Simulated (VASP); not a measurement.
Set up this calculation in VASP 6.6.1, as the native input.

* Task: relaxation of cell and atoms
* Functional: PBE
* Potentials or basis: VASP PAW PBE potentials, release 64 (Hf_pv, Si)
* Cutoff: 600 eV
* k mesh: 8 × 8 × 8
* Occupations: gaussian, width 0.1 eV
* Spin: no spin polarisation
* Dipole correction: no
* Further INCAR settings: ALGO = Fast; EDIFF = 1e-06; IBRION = 2; EDIFFG = -0.01; NSW = 100; ISIF = 3

The structure of Hf4Si lies in POSCAR:

```
Hf4Si
1.0
   -3.4877531318      3.4877531318      2.0955067132
    3.4877531318     -3.4877531318      2.0955067132
    3.4877531318      3.4877531318     -2.0955067132
Hf Si
4 1
Direct
    0.7976965724      0.3912180075      0.1889145799
    0.6087819925      0.7976965724      0.4064785649
    0.3912180075      0.2023034276      0.5935214351
    0.2023034276      0.6087819925      0.8110854201
    0.0000000000      0.0000000000      0.0000000000
```

The input as run:

INCAR

```
SYSTEM = Hf4Si
PREC = Accurate
ENCUT = 600
EDIFF = 1E-6
ISMEAR = 0
SIGMA = 0.1
LREAL = .FALSE.
LASPH = .TRUE.
NELM = 80
ALGO = Fast
ISIF = 3
LWAVE = .FALSE.
LCHARG = .FALSE.
GGA = PE
IBRION = 2
NSW = 100
EDIFFG = -0.01
```

KPOINTS

```
Automatic mesh
0
G
  8 8 8
  0 0 0
```

Potentials or basis: VASP PAW PBE potentials, release 64 (Hf_pv, Si).

Command:

```bash
$ cat potpaw_PBE.64/Hf_pv/POTCAR potpaw_PBE.64/Si/POTCAR > POTCAR
$ mpirun -np 1 vasp_std > vasp.out
```

Results of the run:

```json
{
 "Relaxed volume": "20.29 Å³/atom",
 "Relaxed cell": "a = 5.359 Å, b = 5.359 Å, c = 5.359 Å, α = 98.67°, β = 98.67°, γ = 134.31°",
 "Space group after relaxing (to 0.1 Å)": "I4/m (No. 87)",
 "Energy gained by relaxing": "0.6 meV/atom",
 "Ionic steps": "7",
 "Pressure after relaxing": "0.0 GPa",
 "Largest force after relaxing": "0.008 eV/Å",
 "Band gap on the k mesh": "zero (bands 22 and 23 overlap by 0.42 eV)"
}
```

Caveat: spin-orbit coupling is left out, which moves the levels of the heavy elements.

Wall time 11 min on 1 thread of Intel(R) Xeon(R) 6975P-C (Granite Rapids), with other jobs on the host, peak memory 0.47 GiB.
